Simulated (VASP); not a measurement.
# SiO2 (P4_12_12) in VASP: single point with PBE

Aim: the single point of SiO2 with PBE.

All numbers are computed with VASP 6.6.1; they aren't measurements. Logs are shortened: lines on timing, memory, paths and dates and some standing lists are left out, and cuts for length are marked.

**1. The cell of the first run**

Symmetry: P4_12_12, No. 92, tetragonal system. The conventional cell has a = 4.996 Å, b = 4.996 Å, c = 7.016 Å, α = 90.00°, β = 90.00°, γ = 90.00°. Within 2.2 Å of Si (site symmetry 2) lie 4 O at 1.62 to 1.63 Å. O (site symmetry 1) has 2 Si at 1.62 to 1.63 Å within 2.2 Å.

**2. Single point, PBE**

Contents of INCAR:

```
ALGO = Normal ; EDIFF = 1E-6
ENCUT = 520 ; GGA = PE
ISIF = 2 ; ISMEAR = -1
LASPH = True ; LCHARG = False
LREAL = False ; LWAVE = False
NBANDS = 44 ; NELM = 80
PREC = Accurate ; SIGMA = 0.02
```

Contents of KPOINTS:

```
k-points
0
Gamma
  4 4 3
```

Contents of POSCAR:

```
SiO2
1.0
    4.9960000000      0.0000000000      0.0000000000
    0.0000000000      4.9960000000      0.0000000000
    0.0000000000      0.0000000000      7.0160000000
Si O
4 8
Direct
    0.3019817275      0.3019817275      0.0000000000
    0.1980182725      0.8019817275      0.2500000000
    0.6980182725      0.6980182725      0.5000000000
    0.8019817275      0.1980182725      0.7500000000
    0.2380254823      0.1100316042      0.1815211947
    0.3899683958      0.7380254823      0.4315211947
    0.7619745177      0.8899683958      0.6815211947
    0.6100316042      0.2619745177      0.9315211947
    0.7380254823      0.3899683958      0.5684788053
    0.8899683958      0.7619745177      0.3184788053
    0.2619745177      0.6100316042      0.0684788053
    0.1100316042      0.2380254823      0.8184788053
```

Potentials or basis: VASP PAW PBE potentials, release 64 (Si, O).

The run is started by

```bash
cat potpaw_PBE.64/Si/POTCAR potpaw_PBE.64/O/POTCAR > POTCAR
mpirun -np 1 vasp_std > vasp.out
```

OUTCAR:

```text
EDIFF = 1E-6
   ENCUT = 520
   GGA = PE
   ISIF = 2
   ISMEAR = -1
   LASPH = True
   LREAL = False
   NELM = 80
   PREC = Accurate

 ion  position               nearest neighbor table
   1  0.302  0.302  0.000-   8 1.62  11 1.62   5 1.63  12 1.63   2 3.10   4 3.10   2 3.10   4 3.10

   2  0.198  0.802  0.250-   5 1.62  10 1.62   6 1.63  11 1.63   1 3.10   3 3.10   1 3.10   3 3.10

   3  0.698  0.698  0.500-   6 1.62   9 1.62   7 1.63  10 1.63   2 3.10   4 3.10   4 3.10   2 3.10

   4  0.802  0.198  0.750-   7 1.62  12 1.62   9 1.63   8 1.63   1 3.10   3 3.10   3 3.10   1 3.10

   5  0.238  0.110  0.182-   2 1.62   1 1.63
   6  0.390  0.738  0.432-   3 1.62   2 1.63
   7  0.762  0.890  0.682-   4 1.62   3 1.63
   8  0.610  0.262  0.932-   1 1.62   4 1.63
   9  0.738  0.390  0.568-   3 1.62   4 1.63
  10  0.890  0.762  0.318-   2 1.62   3 1.63
  11  0.262  0.610  0.068-   1 1.62   2 1.63
  12  0.110  0.238  0.818-   4 1.62   1 1.63

  LATTYP: Found a simple tetragonal cell.
 ALAT       =     4.9960000000
 C/A-ratio  =     1.4043234588

  Lattice vectors:

 A1 = (   4.9960000000,   0.0000000000,   0.0000000000)
 A2 = (   0.0000000000,   4.9960000000,   0.0000000000)
 A3 = (   0.0000000000,   0.0000000000,   7.0160000000)

Analysis of symmetry for initial positions (statically):
=====================================================================
 Subroutine PRICEL returns:
 Original cell was already a primitive cell.

 Routine SETGRP: Setting up the symmetry group for a
 simple tetragonal supercell.

 Subroutine GETGRP returns: Found  8 space group operations
 (whereof  2 operations were pure point group operations)
 out of a pool of 16 trial point group operations.

The static configuration has the point symmetry C_2 .
 The point group associated with its full space group is D_4 .

Analysis of symmetry for dynamics (positions and initial velocities):
=====================================================================
 Subroutine PRICEL returns:
 Original cell was already a primitive cell.

 Routine SETGRP: Setting up the symmetry group for a
 simple tetragonal supercell.

 Subroutine GETGRP returns: Found  8 space group operations
 (whereof  2 operations were pure point group operations)
 out of a pool of 16 trial point group operations.

The dynamic configuration has the point symmetry C_2 .
 The point group associated with its full space group is D_4 .

 Subroutine INISYM returns: Found  8 space group operations
 (whereof  2 operations are pure point group operations),
 and found     1 'primitive' translations

----------------------------------------------------------------------------------------

                                     Primitive cell

  volume of cell :     175.1195

  direct lattice vectors                    reciprocal lattice vectors
     4.996000000  0.000000000  0.000000000     0.200160128  0.000000000  0.000000000
     0.000000000  4.996000000  0.000000000     0.000000000  0.200160128  0.000000000
     0.000000000  0.000000000  7.016000000     0.000000000  0.000000000  0.142531357

  length of vectors
     4.996000000  4.996000000  7.016000000     0.200160128  0.200160128  0.142531357

  position of ions in fractional coordinates (direct lattice)
     0.301981727  0.301981727  0.000000000
     0.198018273  0.801981727  0.250000000
     0.698018273  0.698018273  0.500000000
     0.801981727  0.198018273  0.750000000
     0.238025482  0.110031604  0.181521195
     0.389968396  0.738025482  0.431521195
     0.761974518  0.889968396  0.681521195
     0.610031604  0.261974518  0.931521195
     0.738025482  0.389968396  0.568478805
     0.889968396  0.761974518  0.318478805
     0.261974518  0.610031604  0.068478805
     0.110031604  0.238025482  0.818478805

  ion indices of the primitive-cell ions
   primitive index   ion index
                 1           1
                 2           2
                 3           3
                 4           4
                 5           5
                 6           6
                 7           7
                 8           8
                 9           9
                10          10
                11          11
                12          12

----------------------------------------------------------------------------------------

 KPOINTS: k-points

Automatic generation of k-mesh.
 Grid dimensions read from file:
 generate k-points for:    4    4    3

 Generating k-lattice:

  Cartesian coordinates                     Fractional coordinates (reciprocal lattice)
     0.050040032  0.000000000  0.000000000     0.250000000  0.000000000  0.000000000
     0.000000000  0.050040032  0.000000000     0.000000000  0.250000000  0.000000000
     0.000000000  0.000000000  0.047510452     0.000000000  0.000000000  0.333333333

  Length of vectors
     0.050040032  0.050040032  0.047510452

  Shift w.r.t. Gamma in fractional coordinates (k-lattice)
     0.000000000  0.000000000  0.000000000

 Subroutine IBZKPT returns following result:
 ===========================================

 Found     12 irreducible k-points:

 Following reciprocal coordinates:
            Coordinates               Weight
  0.000000  0.000000  0.000000      1.000000
  0.250000  0.000000  0.000000      4.000000
  0.500000  0.000000  0.000000      2.000000
  0.250000  0.250000  0.000000      4.000000
  0.500000  0.250000  0.000000      4.000000
  0.500000  0.500000  0.000000      1.000000
  0.000000  0.000000  0.333333      2.000000
  0.250000  0.000000  0.333333      8.000000
  0.500000  0.000000  0.333333      4.000000
  0.250000  0.250000  0.333333      8.000000
  0.500000  0.250000  0.333333      8.000000
  0.500000  0.500000  0.333333      2.000000
   k-points           NKPTS =     12   k-points in BZ     NKDIM =     12   number of bands    NBANDS=     44
   number of dos      NEDOS =    301   number of ions     NIONS =     12
   total plane-waves  NPLWV =  86400
   dimension x,y,z NGX =    40 NGY =   40 NGZ =   54
   dimension x,y,z NGXF=    80 NGYF=   80 NGZF=  108
   ions per type =               4   8
   NGX,Y,Z   is equivalent  to a cutoff of  13.31, 13.31, 12.80 a.u.
   NGXF,Y,Z  is equivalent  to a cutoff of  26.62, 26.62, 25.59 a.u.
 SYSTEM =  unknown system
   PREC   = accura    normal or accurate (medium, high low for compatibility)
   ISTART =      0    job   : 0-new  1-cont  2-samecut
   ICHARG =      2    charge: 1-file 2-atom 10-const
   ISPIN  =      1    spin polarized calculation?
   LNONCOLLINEAR =      F non collinear calculations
   LSORBIT =      F    spin-orbit coupling
   LASPH  =      T    aspherical Exc in radial PAW
   ENCUT  =  520.0 eV  38.22 Ry    6.18 a.u.   9.29  9.29 13.05*2*pi/ulx,y,z
   NELM   =     80;   NELMIN=  2; NELMDL= -5     # of ELM steps
   EDIFF  = 0.1E-05   stopping-criterion for ELM
   LREAL  =      F    real-space projection
   EDIFFG = 0.1E-04   stopping-criterion for IOM
   NSW    =      0    number of steps for IOM
   IBRION =     -1    ionic relax: 0-MD 1-quasi-New 2-CG
   NFREE  =      0    steps in history (QN), initial steepest desc. (CG)
   ISIF   =      2    stress and relaxation
   ISYM   =      2    0-nonsym 1-usesym 2-fastsym
   POTIM  = 0.5000    time-step for ionic-motion
   TEBEG  =    0.0;   TEEND  =   0.0 temperature during run
   PSTRESS=    0.0 pullay stress
   NELECT =      64.0000    total number of electrons
   NUPDOWN=      -1.0000    fix difference up-down
   EMIN   =  10.00;   EMAX   =-10.00  energy-range for DOS
   EFERMI =   0.00;   METHOD = LEGACY
   ISMEAR =    -1;   SIGMA  =   0.02  broadening in eV -4-tet -1-fermi 0-gaus
   EFERMI_NEDOS =   21; number of points for ismear=-14 and -15
   IALGO  =     38    algorithm
   IMIX   =      4    mixing-type and parameters
     AMIX     =   0.40;   BMIX     =  1.00
     AMIX_MAG =   1.60;   BMIX_MAG =  1.00
  volume/ion in A,a.u.               =      14.59        98.48
  Fermi-wavevector in a.u.,A,eV,Ry     =   1.170460  2.211849 18.639672  1.369977
  Thomas-Fermi vector in A             =   2.306918
   LORBIT       =      0    0 simple, 1 ext, 2 COOP (PROOUT), +10 PAW based schemes
   GGA     = PE    functional components
   LHFCALC =     F    Hartree Fock is set to
   AEXX    =    0.0000 exact exchange contribution
   IVDW    =     0    specifies the selected vdW correction
   LEPSILON=     F    determine dielectric tensor
   LRPA    =     F    only Hartree local field effects (RPA)
 non-spin polarized calculation
  energy-cutoff  :      520.00
  volume of cell :      175.12
 maximum number of plane-waves:      4727
 NGX is ok and might be reduce to    40
   NGX = 19   NGY = 19   NGZ = 27

 number of electron      63.9999981 magnetization

 Free energy of the ion-electron system (eV)
  ---------------------------------------------------
  ext. energy  EPLUGINS =         0.00000000
  ---------------------------------------------------
  free energy    TOTEN  =       -94.91600785 eV

  energy without entropy =      -94.91600785  energy(sigma->0) =      -94.91600785

 E-fermi :   0.4773     XC(G=0):  -8.3615

 val. band max:       -0.0064682026   @ k =   0.0000   0.0000   0.0000
 cond. band min:       5.5887421420   @ k =   0.0000   0.0000   0.0000
 fundamental gap:      5.5952103446
 Fermi energy:         0.4772726638

 k-point     1 :       0.0000    0.0000    0.0000
  band No.  band energies     occupation
      1     -19.3417      2.00000
      2     -18.4685      2.00000
      3     -18.4685      2.00000
      4     -17.3505      2.00000
      5     -17.2780      2.00000
      6     -17.2753      2.00000
[... 36 lines left out ...]
     43      11.1733      0.00000
     44      11.4782      0.00000
[... 476 lines left out ...]
      4     -18.4179      2.00000
      5     -17.3558      2.00000
      6     -17.3558      2.00000
[... 36 lines left out ...]
     43      10.4667      0.00000
     44      10.4667      0.00000

------------------------ aborting loop because EDIFF is reached ----------------------------------------

  FORCE on cell =-STRESS in cart. coord.  units (eV):
  Direction    XX          YY          ZZ          XY          YZ          ZX
  --------------------------------------------------------------------------------------
  -------------------------------------------------------------------------------------
  Total        1.3132904      1.3132904      0.4578239      0.0000000      0.0000000     -0.0000000
  in kB       12.0153630     12.0153630      4.1886555      0.0000000      0.0000000     -0.0000000
  external PRESSURE =       9.4064605 kB  Pullay stress =       0.0000000 kB

 VOLUME and BASIS-vectors are now :
 -----------------------------------------------------------------------------
  energy-cutoff  :      520.00
  volume of cell :      175.12
      direct lattice vectors                 reciprocal lattice vectors
     4.996000000  0.000000000  0.000000000     0.200160128  0.000000000  0.000000000
     0.000000000  4.996000000  0.000000000     0.000000000  0.200160128  0.000000000
     0.000000000  0.000000000  7.016000000     0.000000000  0.000000000  0.142531357

 POSITION                                       TOTAL-FORCE (eV/Angst)
 -----------------------------------------------------------------------------------
      1.50870      1.50870      0.00000        -0.002187     -0.002187     -0.000000
      0.98930      4.00670      1.75400         0.002187     -0.002187     -0.000000
      3.48730      3.48730      3.50800         0.002187      0.002187     -0.000000
      4.00670      0.98930      5.26200        -0.002187      0.002187     -0.000000
      1.18918      0.54972      1.27355         0.009180      0.014857     -0.012545
      1.94828      3.68718      3.02755        -0.014857      0.009180     -0.012545
      3.80682      4.44628      4.78155        -0.009180     -0.014857     -0.012545
      3.04772      1.30882      6.53555         0.014857     -0.009180     -0.012545
      3.68718      1.94828      3.98845         0.009180     -0.014857      0.012545
      4.44628      3.80682      2.23445        -0.014857     -0.009180      0.012545
      1.30882      3.04772      0.48045        -0.009180      0.014857      0.012545
      0.54972      1.18918      5.74245         0.014857      0.009180      0.012545
 -----------------------------------------------------------------------------------
    total drift:                               -0.000000      0.000000      0.000000

  FREE ENERGIE OF THE ION-ELECTRON SYSTEM (eV)
  ---------------------------------------------------
  free  energy   TOTEN  =       -94.9160078520 eV

  energy  without entropy=      -94.9160078520  energy(sigma->0) =      -94.91600785
```

Wall time 63 s (1 thread of Intel Xeon 6975P-C (Granite Rapids), shared host); peak memory 0.29 GiB.

Results:

* Free energy: -94.9160 eV
* Pressure: 0.9 GPa
* Largest force: 0.022 eV/Å
* Band gap on the k mesh: 5.60 eV

Forces in eV/Å, atoms in the order of the input:
```
Si  -0.002 -0.002  0.000
Si   0.002 -0.002  0.000
Si   0.002  0.002  0.000
Si  -0.002  0.002  0.000
O    0.009  0.015 -0.013
O   -0.015  0.009 -0.013
O   -0.009 -0.015 -0.013
O    0.015 -0.009 -0.013
O    0.009 -0.015  0.013
O   -0.015 -0.009  0.013
O   -0.009  0.015  0.013
O    0.015  0.009  0.013
```
